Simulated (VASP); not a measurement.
# Cd27SbTe26 (a cell with a defect) in VASP: notebook, part 2 of 2

VASP 6.6.1. The steps go on from the part before.

## 3. Electric field gradients, PBE

Contents of INCAR:

```
PREC = Accurate
ENCUT = 520
EDIFF = 1E-8
ISMEAR = -1
SIGMA = 0.01
LREAL = Auto
LASPH = T
NELM = 80
ALGO = Normal
ISIF = 2
LWAVE = F
LCHARG = F
GGA = PE
LEFG = T
NBANDS = 276
LUSENCCL = F
```

Contents of KPOINTS:

```
Automatic mesh
0
Gamma
  2 2 2
```

Contents of POSCAR:

```
Cd27SbTe26
1.0
    0.0000000000      9.6150000000      9.6150000000
    9.6150000000      0.0000000000      9.6150000000
    9.6150000000      9.6150000000      0.0000000000
Cd Sb Te
27 1 26
Direct
    0.0000000000      0.0000000000      0.0000000000
    0.0000000000      0.0000000000      0.3333333333
    0.0000000000      0.0000000000      0.6666666667
    0.0000000000      0.3333333333      0.0000000000
    0.0000000000      0.3333333333      0.3333333333
    0.0000000000      0.3333333333      0.6666666667
    0.0000000000      0.6666666667      0.0000000000
    0.0000000000      0.6666666667      0.3333333333
    0.0000000000      0.6666666667      0.6666666667
    0.3333333333      0.0000000000      0.0000000000
    0.3333333333      0.0000000000      0.3333333333
    0.3333333333      0.0000000000      0.6666666667
    0.3333333333      0.3333333333      0.0000000000
    0.3333333333      0.3333333333      0.3333333333
    0.3333333333      0.3333333333      0.6666666667
    0.3333333333      0.6666666667      0.0000000000
    0.3333333333      0.6666666667      0.3333333333
    0.3333333333      0.6666666667      0.6666666667
    0.6666666667      0.0000000000      0.0000000000
    0.6666666667      0.0000000000      0.3333333333
    0.6666666667      0.0000000000      0.6666666667
    0.6666666667      0.3333333333      0.0000000000
    0.6666666667      0.3333333333      0.3333333333
    0.6666666667      0.3333333333      0.6666666667
    0.6666666667      0.6666666667      0.0000000000
    0.6666666667      0.6666666667      0.3333333333
    0.6666666667      0.6666666667      0.6666666667
    0.0833333333      0.0833333333      0.0833333333
    0.0833333333      0.0833333333      0.4166666667
    0.0833333333      0.0833333333      0.7500000000
    0.0833333333      0.4166666667      0.0833333333
    0.0833333333      0.4166666667      0.4166666667
    0.0833333333      0.4166666667      0.7500000000
    0.0833333333      0.7500000000      0.0833333333
    0.0833333333      0.7500000000      0.4166666667
    0.0833333333      0.7500000000      0.7500000000
    0.4166666667      0.0833333333      0.0833333333
    0.4166666667      0.0833333333      0.4166666667
    0.4166666667      0.0833333333      0.7500000000
    0.4166666667      0.4166666667      0.0833333333
    0.4166666667      0.4166666667      0.4166666667
    0.4166666667      0.4166666667      0.7500000000
    0.4166666667      0.7500000000      0.0833333333
    0.4166666667      0.7500000000      0.4166666667
    0.4166666667      0.7500000000      0.7500000000
    0.7500000000      0.0833333333      0.0833333333
    0.7500000000      0.0833333333      0.4166666667
    0.7500000000      0.0833333333      0.7500000000
    0.7500000000      0.4166666667      0.0833333333
    0.7500000000      0.4166666667      0.4166666667
    0.7500000000      0.4166666667      0.7500000000
    0.7500000000      0.7500000000      0.0833333333
    0.7500000000      0.7500000000      0.4166666667
    0.7500000000      0.7500000000      0.7500000000
```

Potentials or basis: VASP PAW PBE potentials, release 64 (Cd, Sb, Te).

Run with:

```bash
cat potpaw_PBE.64/Cd/POTCAR potpaw_PBE.64/Sb/POTCAR potpaw_PBE.64/Te/POTCAR > POTCAR
mpirun -np 1 vasp_std > vasp.out
```

OUTCAR:

```text
PREC = Accurate
   ENCUT = 520
   EDIFF = 1E-8
   ISMEAR = -1
   LREAL = Auto
   LASPH = T
   NELM = 80
   ISIF = 2
   GGA = PE

 ion  position               nearest neighbor table
   1  0.000  0.000  0.000-  28 2.78  30 2.78  34 2.78  46 2.78
   2  0.000  0.000  0.333-  28 2.78  29 2.78  35 2.78  47 2.78
   3  0.000  0.000  0.667-  30 2.78  29 2.78  36 2.78  48 2.78
   4  0.000  0.333  0.000-  28 2.78  31 2.78  33 2.78  49 2.78
   5  0.000  0.333  0.333-  29 2.78  31 2.78  50 2.78  32 2.78
   6  0.000  0.333  0.667-  30 2.78  32 2.78  33 2.78  51 2.78
[... 46 lines left out ...]
  53  0.750  0.750  0.417-   8 2.78  20 2.78  26 2.78  27 2.78
  54  0.750  0.750  0.750-  27 2.78  21 2.78  25 2.78   9 2.78

  LATTYP: Found a face centered cubic cell.
 ALAT       =    19.2300000000

  Lattice vectors:

 A1 = (   0.0000000000,   9.6150000000,   9.6150000000)
 A2 = (   9.6150000000,   0.0000000000,   9.6150000000)
 A3 = (   9.6150000000,   9.6150000000,   0.0000000000)

Analysis of symmetry for initial positions (statically):
=====================================================================
 Subroutine PRICEL returns:
 Original cell was already a primitive cell.

 Routine SETGRP: Setting up the symmetry group for a
 face centered cubic supercell.

 Subroutine GETGRP returns: Found 24 space group operations
 (whereof  6 operations were pure point group operations)
 out of a pool of 48 trial point group operations.

The static configuration has the point symmetry C_3v.
 The point group associated with its full space group is T_d .

Analysis of symmetry for dynamics (positions and initial velocities):
=====================================================================
 Subroutine PRICEL returns:
 Original cell was already a primitive cell.

 Routine SETGRP: Setting up the symmetry group for a
 face centered cubic supercell.

 Subroutine GETGRP returns: Found 24 space group operations
 (whereof  6 operations were pure point group operations)
 out of a pool of 48 trial point group operations.

The dynamic configuration has the point symmetry C_3v.
 The point group associated with its full space group is T_d .

 Subroutine INISYM returns: Found 24 space group operations
 (whereof  6 operations are pure point group operations),
 and found     1 'primitive' translations

----------------------------------------------------------------------------------------

                                     Primitive cell

  volume of cell :    1777.7794

  direct lattice vectors                    reciprocal lattice vectors
     0.000000000  9.615000000  9.615000000    -0.052002080  0.052002080  0.052002080
     9.615000000  0.000000000  9.615000000     0.052002080 -0.052002080  0.052002080
     9.615000000  9.615000000  0.000000000     0.052002080  0.052002080 -0.052002080

  length of vectors
    13.597663402 13.597663402 13.597663402     0.090070245  0.090070245  0.090070245

  position of ions in fractional coordinates (direct lattice)
     0.000000000  0.000000000  0.000000000
     0.000000000  0.000000000  0.333333333
     0.000000000  0.000000000  0.666666667
     0.000000000  0.333333333  0.000000000
     0.000000000  0.333333333  0.333333333
[... 192 lines left out ...]
   NGX = 51   NGY = 51   NGZ = 51

 number of electron     484.9999876 magnetization

 Free energy of the ion-electron system (eV)
  ---------------------------------------------------
  ext. energy  EPLUGINS =         0.00000000
  ---------------------------------------------------
  free energy    TOTEN  =      -126.90716286 eV

  energy without entropy =     -126.89962410  energy(sigma->0) =     -126.90339348

 E-fermi :   2.7401     XC(G=0):  -8.7340

 val. band max:        2.7206283845   @ k =   0.5000   0.0000   0.0000
 cond. band min:       2.8455432230   @ k =   0.0000   0.0000   0.0000
 fundamental gap:      0.1249148385
 Fermi energy:         2.7400867913

 k-point     1 :       0.0000    0.0000    0.0000
  band No.  band energies     occupation
      1      -8.7336      2.00000
      2      -8.4404      2.00000
      3      -8.4241      2.00000
      4      -8.4241      2.00000
      5      -8.4241      2.00000
      6      -8.4167      2.00000
[... 760 lines left out ...]
    253       5.4635      0.00000
    254       5.4635      0.00000
 [bands above 254 left out]

------------------------ aborting loop because EDIFF is reached ----------------------------------------

  FORCE on cell =-STRESS in cart. coord.  units (eV):
  Direction    XX          YY          ZZ          XY          YZ          ZX
  --------------------------------------------------------------------------------------
  -------------------------------------------------------------------------------------
  Total       48.5794108     48.5794108     48.5794108     -0.0000000     -0.0000000      0.0000000
  in kB       43.7809281     43.7809281     43.7809281     -0.0000000     -0.0000000      0.0000000
  external PRESSURE =      43.7809281 kB  Pullay stress =       0.0000000 kB

 VOLUME and BASIS-vectors are now :
 -----------------------------------------------------------------------------
  energy-cutoff  :      520.00
  volume of cell :     1777.78
      direct lattice vectors                 reciprocal lattice vectors
     0.000000000  9.615000000  9.615000000    -0.052002080  0.052002080  0.052002080
     9.615000000  0.000000000  9.615000000     0.052002080 -0.052002080  0.052002080
     9.615000000  9.615000000  0.000000000     0.052002080  0.052002080 -0.052002080

 POSITION                                       TOTAL-FORCE (eV/Angst)
 -----------------------------------------------------------------------------------
      0.00000      0.00000      0.00000         0.237320      0.237320      0.237320
      3.20500      3.20500      0.00000        -0.237320     -0.237320      0.237320
      6.41000      6.41000      0.00000         0.000000     -0.000000      0.047540
      3.20500      0.00000      3.20500        -0.237320      0.237320     -0.237320
      6.41000      3.20500      3.20500        -0.022793      0.002975      0.002975
      9.61500      6.41000      3.20500        -0.002975      0.022793      0.002975
[... 46 lines left out ...]
     11.21750     11.21750     14.42250         0.000000     -0.000000     -0.002816
     14.42250     14.42250     14.42250         0.005391      0.005391      0.005391
 -----------------------------------------------------------------------------------
    total drift:                               -0.000019     -0.000019     -0.000019

  FREE ENERGIE OF THE ION-ELECTRON SYSTEM (eV)
  ---------------------------------------------------
  free  energy   TOTEN  =      -126.9071628578 eV

  energy  without entropy=     -126.8996241009  energy(sigma->0) =     -126.90339348

 Electric field gradients (V/A^2)
---------------------------------------------------------------------
 ion       V_xx      V_yy      V_zz      V_xy      V_xz      V_yz
---------------------------------------------------------------------
   1      -0.000    -0.000    -0.000   -14.230   -14.230   -14.230
   2       0.000     0.000    -0.000   -14.230    14.232    14.232
   3       1.294     1.294    -2.587    -0.153     0.001     0.001
   4       0.000    -0.000     0.000    14.232   -14.230    14.232
   5       0.300    -0.150    -0.150     0.191     0.191     0.721
   6      -0.150     0.300    -0.150     0.191    -0.719    -0.190
[... 46 lines left out ...]
  53       0.581     0.581    -1.162     1.081    -0.000    -0.000
  54       0.000     0.000    -0.000    -0.550    -0.550    -0.550
---------------------------------------------------------------------

 Electric field gradients after diagonalization (V/A^2)
 (convention: |V_zz| > |V_xx| > |V_yy|)
----------------------------------------------------------------------
 ion       V_xx      V_yy      V_zz     asymmetry (V_yy - V_xx)/ V_zz
----------------------------------------------------------------------
   1      14.230    14.230   -28.461       0.000
   2      14.232    14.230   -28.463       0.000
   3       1.446     1.141    -2.587       0.118
   4      14.232    14.230   -28.463       0.000
   5       0.738     0.133    -0.871       0.695
   6       0.736     0.133    -0.869       0.694
[... 46 lines left out ...]
  53      -1.162    -0.499     1.662       0.399
  54       0.550     0.550    -1.099       0.000
----------------------------------------------------------------------

           NMR quadrupolar parameters

 Cq : quadrupolar parameter    Cq=e*Q*V_zz/h
 eta: asymmetry parameters     (V_yy - V_xx)/ V_zz
 Q  : nuclear electric quadrupole moment in mb (millibarn)
----------------------------------------------------------------------
 ion       Cq(MHz)       eta       Q (mb)
----------------------------------------------------------------------
   1      -0.069       0.000       1.000
   2      -0.069       0.000       1.000
   3      -0.006       0.118       1.000
   4      -0.069       0.000       1.000
   5      -0.002       0.695       1.000
   6      -0.002       0.694       1.000
[... 46 lines left out ...]
  53       0.004       0.399       1.000
  54      -0.003       0.000       1.000
----------------------------------------------------------------------
```

It took 3.3 min on 1 × NVIDIA H100 80GB with 1 thread of AMD EPYC 7R13 (Zen 3), shared host; peak memory 2.9 GiB.

What came out:

- Free energy: -126.9072 eV
- Pressure: 4.4 GPa
- Largest force: 0.411 eV/Å
- Band gap on the k mesh: zero (an odd number of electrons rules out a gap without spin polarisation)
- Largest electric field gradient by atom: Cd -28.5, -2.6, -0.9, -0.0, +0.4 (each value once); Sb +0.0; Te +14.4, -0.9, -1.1, +1.7 (each value once) V/Å²

Forces in eV/Å, atoms in the order of the input:
```
Cd   0.237  0.237  0.237
Cd  -0.237 -0.237  0.237
Cd   0.000  0.000  0.048
Cd  -0.237  0.237 -0.237
Cd  -0.023  0.003  0.003
Cd  -0.003  0.023  0.003
Cd   0.000  0.048  0.000
Cd  -0.003  0.003  0.023
Cd  -0.048  0.000  0.000
Cd   0.237 -0.237 -0.237
Cd   0.003 -0.023  0.003
Cd   0.023 -0.003  0.003
Cd   0.003  0.003 -0.023
Cd   0.000  0.000  0.000
Cd  -0.003 -0.003 -0.023
Cd   0.023  0.003 -0.003
Cd  -0.003 -0.023 -0.003
Cd  -0.003  0.003  0.003
Cd   0.048  0.000  0.000
Cd   0.003 -0.003  0.023
Cd   0.000 -0.048  0.000
Cd   0.003  0.023 -0.003
Cd  -0.023 -0.003 -0.003
Cd   0.003 -0.003  0.003
Cd   0.000  0.000 -0.048
Cd   0.003  0.003 -0.003
Cd  -0.003 -0.003 -0.003
Sb   0.000  0.000  0.000
Te   0.050  0.050 -0.014
Te  -0.050 -0.050 -0.014
Te   0.050 -0.014  0.050
Te   0.002 -0.002 -0.002
Te   0.014 -0.050  0.050
Te  -0.050 -0.014 -0.050
Te   0.014  0.050 -0.050
Te   0.005 -0.005 -0.005
Te  -0.014  0.050  0.050
Te  -0.002  0.002 -0.002
Te  -0.050  0.014  0.050
Te  -0.002 -0.002  0.002
Te   0.002  0.002  0.002
Te   0.000  0.000  0.003
Te  -0.050  0.050  0.014
Te   0.000  0.003  0.000
Te  -0.003  0.000  0.000
Te  -0.014 -0.050 -0.050
Te   0.050  0.014 -0.050
Te  -0.005  0.005 -0.005
Te   0.050 -0.050  0.014
Te   0.003  0.000  0.000
Te   0.000 -0.003  0.000
Te  -0.005 -0.005  0.005
Te   0.000  0.000 -0.003
Te   0.005  0.005  0.005
```

Electric field gradients, principal values (V/Å²):
```csv
atom,least,middle,greatest (by size)
1 Cd,14.230,14.230,-28.461
2 Cd,14.230,14.232,-28.463
3 Cd,1.141,1.446,-2.587
4 Cd,14.230,14.232,-28.463
5 Cd,0.133,0.738,-0.871
6 Cd,0.133,0.736,-0.869
7 Cd,1.141,1.446,-2.587
8 Cd,0.133,0.736,-0.869
9 Cd,1.140,1.448,-2.587
10 Cd,14.230,14.232,-28.463
11 Cd,0.133,0.738,-0.871
12 Cd,0.133,0.736,-0.869
13 Cd,0.133,0.738,-0.871
14 Cd,-0.001,-0.001,0.001
15 Cd,0.134,0.736,-0.871
16 Cd,0.133,0.736,-0.869
17 Cd,0.134,0.736,-0.871
18 Cd,-0.209,-0.211,0.421
19 Cd,1.141,1.446,-2.587
20 Cd,0.133,0.736,-0.869
21 Cd,1.140,1.448,-2.587
22 Cd,0.133,0.736,-0.869
23 Cd,0.134,0.736,-0.871
24 Cd,-0.209,-0.211,0.421
25 Cd,1.140,1.448,-2.587
26 Cd,-0.209,-0.211,0.421
27 Cd,-0.211,-0.211,0.423
28 Sb,0.000,0.000,0.000
29 Te,-1.126,-13.286,14.413
30 Te,-1.126,-13.286,14.413
31 Te,-1.126,-13.286,14.413
32 Te,0.443,0.444,-0.887
33 Te,-1.127,-13.286,14.413
34 Te,-1.126,-13.286,14.413
35 Te,-1.127,-13.286,14.413
36 Te,0.549,0.550,-1.099
37 Te,-1.126,-13.286,14.413
38 Te,0.443,0.444,-0.887
39 Te,-1.127,-13.286,14.413
40 Te,0.443,0.444,-0.887
41 Te,0.444,0.444,-0.887
42 Te,-0.500,-1.162,1.662
43 Te,-1.127,-13.286,14.413
44 Te,-0.500,-1.162,1.662
45 Te,-0.499,-1.162,1.662
46 Te,-1.126,-13.286,14.413
47 Te,-1.127,-13.286,14.413
48 Te,0.549,0.550,-1.099
49 Te,-1.127,-13.286,14.413
50 Te,-0.500,-1.162,1.662
51 Te,-0.499,-1.162,1.662
52 Te,0.549,0.550,-1.099
53 Te,-0.499,-1.162,1.662
54 Te,0.550,0.550,-1.099
```

Caveat: without QUAD_EFG the Cq values of the log hold for a quadrupole moment of 1 mb, not for the nuclei; spin-orbit coupling is left out, which moves the levels of the heavy elements; an odd number of electrons without spin polarisation forces a metal; a magnetic or distorted state may lie lower.

The gap in the log of VASP goes by the Fermi energy; the results here count the filled bands.